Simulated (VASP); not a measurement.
# NaI (I4/mmm) in VASP: a series of runs

Runs on NaI. Level: r2SCAN. Tasks: single point.

All numbers are computed with VASP 6.6.1; they aren't measurements. Logs are shortened: lines on timing, memory, paths and dates and some standing lists are left out, and cuts for length are marked.

## Step 1: The cell of the first run

It takes space group I4/mmm (No. 139, tetragonal). Conventional cell: a = 4.577 Å, b = 4.577 Å, c = 5.502 Å, α = 90.00°, β = 90.00°, γ = 90.00°. Within 3.6 Å of Na (site symmetry 4/mmm) lie 6 I at 2.75 to 3.24 Å. Within 3.6 Å of I (site symmetry 4/mmm) lie 6 Na at 2.75 to 3.24 Å.

## Step 2: Single point, r2SCAN (strain -0.1500 x Voigt [1, 0, 0, 0, 0, 0])

POSCAR

```
NaI
1.0
    0.0000000000      3.2364000000      3.2364000000
    2.7509400000      0.0000000000      3.2364000000
    2.7509400000      3.2364000000      0.0000000000
Na I
1 1
Direct
    0.0000000000      0.0000000000      0.0000000000
    0.5000000000      0.5000000000      0.5000000000
```

INCAR.step1

```
PREC = Accurate
ENCUT = 520
ISMEAR = 0
SIGMA = 0.05
LREAL = F
LASPH = T
NELM = 60
NBANDS = 14
GGA = PE
ALGO = Normal
EDIFF = 1E-4
LWAVE = T
LCHARG = F
```

INCAR.step2

```
PREC = Accurate
ENCUT = 520
EDIFF = 1E-6
ISMEAR = 0
SIGMA = 0.05
LREAL = F
LASPH = T
NELM = 60
ALGO = Normal
ISIF = 2
LWAVE = F
LCHARG = T
METAGGA = R2SCAN
LMIXTAU = T
LELF = T
LVHAR = T
NBANDS = 14
ISTART = 1
```

KPOINTS

```
Automatic mesh
0
Gamma
  6 6 6
```

Potentials or basis: VASP PAW PBE potentials, release 64 (Na_pv, I).

Command:

```bash
$ cat potpaw_PBE.64/Na_pv/POTCAR potpaw_PBE.64/I/POTCAR > POTCAR
$ cp INCAR.step1 INCAR
$ mpirun -np 1 vasp_std > vasp.out
$ cp INCAR.step2 INCAR
$ mpirun -np 1 vasp_std > vasp.out
```

OUTCAR:

```text
PREC = Accurate
   ENCUT = 520
   EDIFF = 1E-6
   ISMEAR = 0
   LREAL = F
   LASPH = T
   NELM = 60
   ISIF = 2
   METAGGA = R2SCAN
   ISTART = 1

 ion  position               nearest neighbor table
   1  0.000  0.000  0.000-   2 2.75   2 2.75
   2  0.500  0.500  0.500-   1 2.75   1 2.75

  LATTYP: Found a body centered tetragonal cell.
 ALAT       =     4.5769607733
 C/A-ratio  =     1.2020815280

  Lattice vectors:

 A1 = (  -2.7509400000,   0.0000000000,  -3.2364000000)
 A2 = (  -2.7509400000,   0.0000000000,   3.2364000000)
 A3 = (   2.7509400000,   3.2364000000,   0.0000000000)

Analysis of symmetry for initial positions (statically):
=====================================================================
 Subroutine PRICEL returns:
 Original cell was already a primitive cell.

 Routine SETGRP: Setting up the symmetry group for a
 body centered tetragonal supercell.

 Subroutine GETGRP returns: Found 16 space group operations
 (whereof 16 operations were pure point group operations)
 out of a pool of 16 trial point group operations.

The static configuration has the point symmetry D_4h.

Analysis of symmetry for dynamics (positions and initial velocities):
=====================================================================
 Subroutine PRICEL returns:
 Original cell was already a primitive cell.

 Routine SETGRP: Setting up the symmetry group for a
 body centered tetragonal supercell.

 Subroutine GETGRP returns: Found 16 space group operations
 (whereof 16 operations were pure point group operations)
 out of a pool of 16 trial point group operations.

The dynamic configuration has the point symmetry D_4h.

 Subroutine INISYM returns: Found 16 space group operations
 (whereof 16 operations are pure point group operations),
 and found     1 'primitive' translations

----------------------------------------------------------------------------------------

                                     Primitive cell

  volume of cell :      57.6283

  direct lattice vectors                    reciprocal lattice vectors
     0.000000000  3.236400000  3.236400000    -0.181756054  0.154492646  0.154492646
     2.750940000  0.000000000  3.236400000     0.181756054 -0.154492646  0.154492646
     2.750940000  3.236400000  0.000000000     0.181756054  0.154492646 -0.154492646

  length of vectors
     4.576960773  4.247582353  4.247582353     0.284202777  0.284202777  0.284202777

  position of ions in fractional coordinates (direct lattice)
     0.000000000  0.000000000  0.000000000
     0.500000000  0.500000000  0.500000000

  ion indices of the primitive-cell ions
   primitive index   ion index
                 1           1
                 2           2

----------------------------------------------------------------------------------------

 KPOINTS: Automatic mesh

Automatic generation of k-mesh.
 Grid dimensions read from file:
 generate k-points for:    6    6    6

 Generating k-lattice:

  Cartesian coordinates                     Fractional coordinates (reciprocal lattice)
    -0.030292676  0.025748774  0.025748774     0.166666667  0.000000000  0.000000000
     0.030292676 -0.025748774  0.025748774     0.000000000  0.166666667 -0.000000000
     0.030292676  0.025748774 -0.025748774     0.000000000 -0.000000000  0.166666667

  Length of vectors
     0.047367130  0.047367130  0.047367130

  Shift w.r.t. Gamma in fractional coordinates (k-lattice)
     0.000000000  0.000000000  0.000000000

 Subroutine IBZKPT returns following result:
 ===========================================

 Found     30 irreducible k-points:

 Following reciprocal coordinates:
            Coordinates               Weight
  0.000000  0.000000  0.000000      1.000000
  0.166667  0.000000  0.000000      8.000000
  0.333333  0.000000  0.000000      8.000000
  0.500000  0.000000  0.000000      4.000000
  0.166667  0.166667  0.000000      4.000000
  0.333333  0.166667 -0.000000     16.000000
[... 16 lines left out ...]
 -0.333333  0.500000  0.166667      4.000000
  0.333333 -0.333333  0.166667      8.000000
 [... further k-points ...]
   k-points           NKPTS =     30   k-points in BZ     NKDIM =     30   number of bands    NBANDS=     14
   number of dos      NEDOS =    301   number of ions     NIONS =      2
   total plane-waves  NPLWV =  36864
   dimension x,y,z NGX =    36 NGY =   32 NGZ =   32
   dimension x,y,z NGXF=    72 NGYF=   64 NGZF=   64
   ions per type =               1   1
   NGX,Y,Z   is equivalent  to a cutoff of  13.08, 12.52, 12.52 a.u.
   NGXF,Y,Z  is equivalent  to a cutoff of  26.15, 25.05, 25.05 a.u.
 SYSTEM =  unknown system
   PREC   = accura    normal or accurate (medium, high low for compatibility)
   ISTART =      1    job   : 0-new  1-cont  2-samecut
   ICHARG =      0    charge: 1-file 2-atom 10-const
   ISPIN  =      1    spin polarized calculation?
   LNONCOLLINEAR =      F non collinear calculations
   LSORBIT =      F    spin-orbit coupling
   LASPH  =      T    aspherical Exc in radial PAW
   ENCUT  =  520.0 eV  38.22 Ry    6.18 a.u.   8.51  7.90  7.90*2*pi/ulx,y,z
   NELM   =     60;   NELMIN=  2; NELMDL=  0     # of ELM steps
   EDIFF  = 0.1E-05   stopping-criterion for ELM
   LREAL  =      F    real-space projection
   EDIFFG = 0.1E-04   stopping-criterion for IOM
   NSW    =      0    number of steps for IOM
   IBRION =     -1    ionic relax: 0-MD 1-quasi-New 2-CG
   NFREE  =      0    steps in history (QN), initial steepest desc. (CG)
   ISIF   =      2    stress and relaxation
   ISYM   =      2    0-nonsym 1-usesym 2-fastsym
   POTIM  = 0.5000    time-step for ionic-motion
   TEBEG  =    0.0;   TEEND  =   0.0 temperature during run
   PSTRESS=    0.0 pullay stress
   NELECT =      14.0000    total number of electrons
   NUPDOWN=      -1.0000    fix difference up-down
   EMIN   =  10.00;   EMAX   =-10.00  energy-range for DOS
   EFERMI =   0.00;   METHOD = LEGACY
   ISMEAR =     0;   SIGMA  =   0.05  broadening in eV -4-tet -1-fermi 0-gaus
   EFERMI_NEDOS =   21; number of points for ismear=-14 and -15
   IALGO  =     38    algorithm
   IMIX   =      4    mixing-type and parameters
     AMIX     =   0.40;   BMIX     =  1.00
     AMIX_MAG =   1.60;   BMIX_MAG =  1.00
  volume/ion in A,a.u.               =      28.81       194.45
  Fermi-wavevector in a.u.,A,eV,Ry     =   1.021502  1.930358 14.197208  1.043465
  Thomas-Fermi vector in A             =   2.155130
   LORBIT       =      0    0 simple, 1 ext, 2 COOP (PROOUT), +10 PAW based schemes
   METAGGA = R2SCAN    functional components
   LHFCALC =     F    Hartree Fock is set to
   AEXX    =    0.0000 exact exchange contribution
   IVDW    =     0    specifies the selected vdW correction
   LEPSILON=     F    determine dielectric tensor
   LRPA    =     F    only Hartree local field effects (RPA)
 non-spin polarized calculation
 Gauss-broadening in eV      SIGMA  =   0.05
  energy-cutoff  :      520.00
  volume of cell :       57.63
 maximum number of plane-waves:      1569
 NGX is ok and might be reduce to    36
   NGX = 17   NGY = 15   NGZ = 15

 number of electron      13.9999996 magnetization

 Free energy of the ion-electron system (eV)
  ---------------------------------------------------
  ext. energy  EPLUGINS =         0.00000000
  ---------------------------------------------------
  free energy    TOTEN  =       -30.76283405 eV

  energy without entropy =      -30.76283405  energy(sigma->0) =      -30.76283405

 E-fermi :   2.0273     XC(G=0):  -8.7555

 val. band max:        1.7993596622   @ k =   0.0000   0.0000   0.0000
 cond. band min:       6.7060885267   @ k =   0.0000   0.0000   0.0000
 fundamental gap:      4.9067288645
 Fermi energy:         2.0273168119

 k-point     1 :       0.0000    0.0000    0.0000
  band No.  band energies     occupation
      1     -21.4185      2.00000
      2     -21.3927      2.00000
      3     -21.3926      2.00000
      4     -10.1490      2.00000
      5       1.5800      2.00000
      6       1.7994      2.00000
      7       1.7994      2.00000
      8       6.7061      0.00000
      9       9.9248      0.00000
     10       9.9250      0.00000
     11      11.0717      0.00000
     12      11.2838      0.00000
     13      13.1486      0.00000
     14      13.2648      0.00000

 k-point     2 :       0.1667    0.0000    0.0000
  band No.  band energies     occupation
      1     -21.4205      2.00000
      2     -21.3939      2.00000
      3     -21.3931      2.00000
      4     -10.0220      2.00000
      5       0.7845      2.00000
      6       1.6072      2.00000
      7       1.6212      2.00000
      8       7.5129      0.00000
      9       9.8449      0.00000
     10       9.9996      0.00000
     11      10.9919      0.00000
     12      11.3646      0.00000
     13      12.4148      0.00000
     14      14.2665      0.00000

 k-point     3 :       0.3333    0.0000    0.0000
  band No.  band energies     occupation
      1     -21.4250      2.00000
      2     -21.3957      2.00000
      3     -21.3941      2.00000
      4      -9.7449      2.00000
      5      -0.5527      2.00000
      6       1.2684      2.00000
      7       1.4975      2.00000
      8       7.5770      0.00000
      9       9.4749      0.00000
     10      11.0529      0.00000
     11      11.4563      0.00000
     12      12.8375      0.00000
     13      13.2378      0.00000
     14      13.8859      0.00000

 k-point     4 :       0.5000    0.0000    0.0000
  band No.  band energies     occupation
      1     -21.4275      2.00000
      2     -21.3963      2.00000
      3     -21.3947      2.00000
      4      -9.5922      2.00000
      5      -1.1184      2.00000
      6       1.1167      2.00000
      7       1.4404      2.00000
      8       7.3603      0.00000
      9       9.2304      0.00000
     10      11.1370      0.00000
     11      12.7578      0.00000
     12      13.2109      0.00000
     13      14.5215      0.00000
     14      15.9391      0.00000

 k-point     5 :       0.1667    0.1667    0.0000
  band No.  band energies     occupation
      1     -21.4196      2.00000
      2     -21.3949      2.00000
      3     -21.3929      2.00000
      4     -10.0111      2.00000
      5       0.8826      2.00000
      6       1.2952      2.00000
      7       1.6503      2.00000
      8       7.8689      0.00000
      9       9.0473      0.00000
     10      10.2733      0.00000
     11      10.9157      0.00000
[... 276 lines left out ...]
 k-point    22 :       0.3333    0.5000    0.1667
  band No.  band energies     occupation
      1     -21.4249      2.00000
      2     -21.3974      2.00000
      3     -21.3950      2.00000
      4      -9.6205      2.00000
      5      -0.5296      2.00000
      6       0.7118      2.00000
      7       0.8746      2.00000
      8       9.0366      0.00000
      9       9.2374      0.00000
     10       9.9347      0.00000
     11      12.4704      0.00000
     12      12.8269      0.00000
     13      15.8212      0.00000
     14      16.0694      0.00000

 k-point    23 :      -0.3333    0.5000    0.1667
  band No.  band energies     occupation
      1     -21.4242      2.00000
      2     -21.4003      2.00000
      3     -21.3949      2.00000
      4      -9.5093      2.00000
      5      -0.6163      2.00000
      6       0.2343      2.00000
      7       0.8976      2.00000
      8       8.2689      0.00000
      9       8.8151      0.00000
     10      10.7496      0.00000
     11      10.8623      0.00000
     12      15.7188      0.00000
     13      16.4765      0.00000
     14      16.5743      0.00000

 k-point    24 :       0.3333   -0.3333    0.1667
  band No.  band energies     occupation
      1     -21.4260      2.00000
      2     -21.3969      2.00000
      3     -21.3966      2.00000
      4      -9.5246      2.00000
      5      -0.5577      2.00000
      6       0.2197      2.00000
      7       0.7282      2.00000
      8       9.0838      0.00000
      9       9.5603      0.00000
     10      11.0856      0.00000
     11      12.0318      0.00000
     12      13.8967      0.00000
     13      15.0578      0.00000
     14      15.1212      0.00000

 [... further k-points ...]

------------------------ aborting loop because EDIFF is reached ----------------------------------------

  FORCE on cell =-STRESS in cart. coord.  units (eV):
  Direction    XX          YY          ZZ          XY          YZ          ZX
  --------------------------------------------------------------------------------------
  -------------------------------------------------------------------------------------
  Total        5.2187411      0.5542818      0.5542818      0.0000000      0.0000000      0.0000000
  in kB      145.0911210     15.4101091     15.4101091      0.0000000      0.0000000      0.0000000
  external PRESSURE =      58.6371131 kB  Pullay stress =       0.0000000 kB

 VOLUME and BASIS-vectors are now :
 -----------------------------------------------------------------------------
  energy-cutoff  :      520.00
  volume of cell :       57.63
      direct lattice vectors                 reciprocal lattice vectors
     0.000000000  3.236400000  3.236400000    -0.181756054  0.154492646  0.154492646
     2.750940000  0.000000000  3.236400000     0.181756054 -0.154492646  0.154492646
     2.750940000  3.236400000  0.000000000     0.181756054  0.154492646 -0.154492646

 POSITION                                       TOTAL-FORCE (eV/Angst)
 -----------------------------------------------------------------------------------
      0.00000      0.00000      0.00000        -0.000000      0.000000      0.000000
      2.75094      3.23640      3.23640         0.000000     -0.000000      0.000000
 -----------------------------------------------------------------------------------
    total drift:                                0.000000      0.000000      0.000000

  FREE ENERGIE OF THE ION-ELECTRON SYSTEM (eV)
  ---------------------------------------------------
  free  energy   TOTEN  =       -30.7628340464 eV

  energy  without entropy=      -30.7628340464  energy(sigma->0) =      -30.76283405
```

It took 2.1 min on 1 thread of Intel Xeon 8259CL, shared host; peak memory 0.2 GiB.

Results:

- Free energy: -30.7628 eV
- Pressure: 5.9 GPa
- Band gap on the k mesh: 4.91 eV

Caveat: the cell differs from its parent crystal (strain -0.1500 x Voigt [1, 0, 0, 0, 0, 0]); the cell stands under pressure; the PAW data sets were made with another functional, which shifts forces and pressure a little; spin-orbit coupling is left out, which moves the levels of the heavy elements. A k mesh can miss the band edges.

## Step 3: Single point, r2SCAN (strain -0.1125 x Voigt [1, 0, 0, 0, 0, 0])

POSCAR

```
NaI
1.0
    0.0000000000      3.2364000000      3.2364000000
    2.8723050000      0.0000000000      3.2364000000
    2.8723050000      3.2364000000      0.0000000000
Na I
1 1
Direct
    0.0000000000      0.0000000000      0.0000000000
    0.5000000000      0.5000000000      0.5000000000
```

INCAR.step1

```
SYSTEM = NaI
PREC = Accurate ; ENCUT = 520
ISMEAR = 0 ; SIGMA = 0.05
LREAL = .False. ; LASPH = .True.
NELM = 100 ; NBANDS = 14
GGA = PE ; ALGO = Normal
EDIFF = 1E-4 ; LWAVE = .True.
LCHARG = .False.
```

INCAR.step2

```
SYSTEM = NaI
PREC = Accurate ; ENCUT = 520
EDIFF = 1E-7 ; ISMEAR = 0
SIGMA = 0.05 ; LREAL = .False.
LASPH = .True. ; NELM = 100
ALGO = Normal ; ISIF = 2
LWAVE = .False. ; LCHARG = .True.
METAGGA = R2SCAN ; LMIXTAU = .True.
LELF = .True. ; LVHAR = .True.
NBANDS = 14 ; ISTART = 1
```

KPOINTS

```
regular mesh
0
Gamma
  6 6 6
  0 0 0
```

Potentials or basis: VASP PAW PBE potentials, release 64 (Na_pv, I).

Command:

```bash
$ cat potpaw_PBE.64/Na_pv/POTCAR potpaw_PBE.64/I/POTCAR > POTCAR
$ cp INCAR.step1 INCAR
$ mpirun -np 1 vasp_std > vasp.out
$ cp INCAR.step2 INCAR
$ mpirun -np 1 vasp_std > vasp.out
```

It took 2.2 min on 1 thread of Intel Xeon 8259CL, shared host; peak memory 0.21 GiB.

It converged, with:

```
Free energy            : -30.9388 eV
Pressure               : 3.4 GPa
Band gap on the k mesh : 4.78 eV
```

Stress tensor (GPa, compression positive):
```
8.24 0.00 0.00
0.00 1.02 0.00
0.00 0.00 1.02
```

Levels at points of the mesh, in eV from the valence-band top:
```
           k point  band 5  band 6  band 7  band 8  band 9  band 10
(0.00, 0.00, 0.00)   -0.17    0.00    0.00    4.78    8.20     8.20
(0.50, 0.00, 0.00)   -2.71   -0.57   -0.33    5.62    7.61     8.88
(0.50, 0.50, 0.00)   -2.45   -1.09   -0.61    5.41    5.92    11.17
(0.00, 0.50, 0.50)   -2.31   -1.23   -1.23    5.21    5.50    11.97
```

Caveat: the cell differs from its parent crystal (strain -0.1125 x Voigt [1, 0, 0, 0, 0, 0]); the cell stands under pressure; the PAW data sets were made with another functional, which shifts forces and pressure a little; spin-orbit coupling is left out, which moves the levels of the heavy elements. A k mesh can miss the band edges.

(Part 1 of 2 ends here.)
